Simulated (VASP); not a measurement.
## MgO: relaxation of cell and atoms with HSE06

Crystal: MgO.

```
Mg O
1.0
     2.93802    0.00000    0.00000
    -1.46901    2.54440    0.00000
     0.00000    0.00000    2.67968
Mg O
1 1
Cartesian
  0.0000 0.0000 0.0000
  0.0000 1.6963 1.3398
```

- Program: VASP 6.6.1
- Task: relaxation of cell and atoms
- Functional: HSE06
- Potentials or basis: VASP PAW PBE potentials, release 64 (Mg, O)
- Cutoff: 600 eV
- k mesh: 5 × 5 × 5
- Occupations: fermi-dirac, width 0.05 eV
- Spin: no spin polarisation
- Dipole correction: no
- Grid for exact exchange (PRECFOCK): Normal
- Further INCAR settings: ALGO = Normal; EDIFF = 1e-07; IBRION = 2; EDIFFG = -0.01; NSW = 60; ISIF = 3
- Share of exact exchange: 0.25
- Screening parameter: 0.2079 1/Å

* Relaxed volume: 9.59 Å³/atom
* Relaxed cell: a = 2.896 Å, b = 2.896 Å, c = 2.642 Å, α = 90.00°, β = 90.00°, γ = 120.00°
* Space group after relaxing (to 0.1 Å): P-6m2 (No. 187)
* Energy gained by relaxing: 8.6 meV/atom
* Ionic steps: 5
* Pressure after relaxing: 0.0 GPa
* Band gap on the k mesh: 4.95 eV (least direct gap 5.37 eV)

Step by step:
| step | energy change (eV) | largest force (eV/Å) | pressure (GPa) | volume (Å³) |
| --- | --- | --- | --- | --- |
| 1 | 0.0000 | 0.0000 | -6.25 | 20.03 |
| 2 | -0.0146 | 0.0000 | 2.38 | 18.92 |
| 3 | -0.0169 | 0.0000 | -0.09 | 19.21 |
| 4 | -0.0171 | 0.0000 | 0.08 | 19.17 |
| 5 | -0.0172 | 0.0000 | 0.01 | 19.18 |

Final structure:
```yaml
crystal:
  lattice:
    - [2.89566, 0.00000, 0.00000]
    - [-1.44783, 2.50771, 0.00000]
    - [0.00000, 0.00000, 2.64159]
  atoms:
    - { symbol: Mg, position: [0.00000, 0.00000, 0.00000] }
    - { symbol: O, position: [0.33333, 0.66667, 0.50000] }
```

Levels at points of the mesh, in eV from the valence-band top:
```csv
k point,band 1,band 2,band 3,band 4,band 5,band 6,band 7,band 8
"(0.00, 0.00, 0.00)",-19.22,-0.64,-0.64,-0.42,4.95,13.87,17.90,17.90
```

Wall time 7.8 min on 1 thread of Intel(R) Xeon(R) 6975P-C (Granite Rapids), with other jobs on the host, peak memory 0.25 GiB.

Caveat: the k points lie up to 0.50 Å⁻¹ apart in the final cell; the PAW data sets were made with another functional, which shifts forces and pressure a little; an odd mesh through Γ misses points on the zone boundary, where band edges can lie.
